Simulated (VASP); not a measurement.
**Al: single point with PBE+D3(BJ)**

The system is Al.

```xyz
1
Lattice="0.0000 2.0774 2.0774 2.0774 0.0000 2.0774 2.0774 2.0774 0.0000" Properties=species:S:1:pos:R:3 pbc="T T T"
Al    0.0000    0.0000    0.0000
```

- Program: VASP 6.6.1
- Task: single point
- Functional: PBE
- Dispersion: D3(BJ)
- Potentials or basis: VASP PAW PBE potentials, release 64 (Al)
- Cutoff: 520 eV
- k mesh: 12 × 12 × 12
- Occupations: methfessel-paxton, width 0.15 eV
- Spin: no spin polarisation
- Dipole correction: no
- Further INCAR settings: ALGO = Normal; EDIFF = 1e-07; NBANDS = 8

```yaml
Pressure: -8.3 GPa
Dispersion_energy_per_atom: -0.309 eV
```

Levels at points of the mesh, in eV from the Fermi level:
| k point | band 1 | band 2 | band 3 | band 4 | band 5 |
| --- | --- | --- | --- | --- | --- |
| (0.00, 0.00, 0.00) | -10.43 | 12.31 | 12.31 | 12.31 | 13.19 |
| (0.50, 0.00, 0.00) | -4.13 | -4.13 | 10.69 | 10.69 | 11.22 |
| (0.50, 0.50, 0.00) | -2.58 | -1.46 | 5.36 | 5.36 | 5.38 |

Wall time 7.5 s on 1 thread of Intel(R) Xeon(R) Platinum 8488C (Sapphire Rapids) (shared host), peak memory 0.14 GiB.

Caveat: pairwise dispersion overbinds metals, which lowers pressure and volume.
